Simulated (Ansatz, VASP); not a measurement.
# Two plane-wave programs on CsBr

```
Cs Br
1.0
     4.32259    0.00000    0.00000
     0.00000    4.32259    0.00000
     0.00000    0.00000    4.32259
Cs Br
1 1
Direct
  0.00000 0.00000 0.00000
  0.50000 0.50000 0.50000
```

Alike in both runs: functional r2SCAN; k mesh 8 × 8 × 8; occupations fermi-dirac, width 0.1 eV; no spin polarisation.

Ansatz relaxed the structure, and its values are those at the end. VASP's run is a single point on that final structure, the one shown.

|  | VASP | Ansatz |
| --- | --- | --- |
| version | VASP 6.6.1 | Ansatz 0.2.0 |
| potentials or method | VASP PAW PBE potentials, release 64 (Cs_sv, Br) | PAW with Ansatz's default frozen-core files, scalar-relativistic |
| plane-wave cutoff (eV) | 550 | 500 |
| valence electrons in the cell | 16 | 16 |

Ansatz gave:

* pressure (GPa): 0.0

**Question.** Which values does VASP return?

**Answer.** Pressure (GPa): 0.1.

VASP's potentials were made for PBE, not for r2SCAN.

Neither program's run includes spin-orbit coupling.
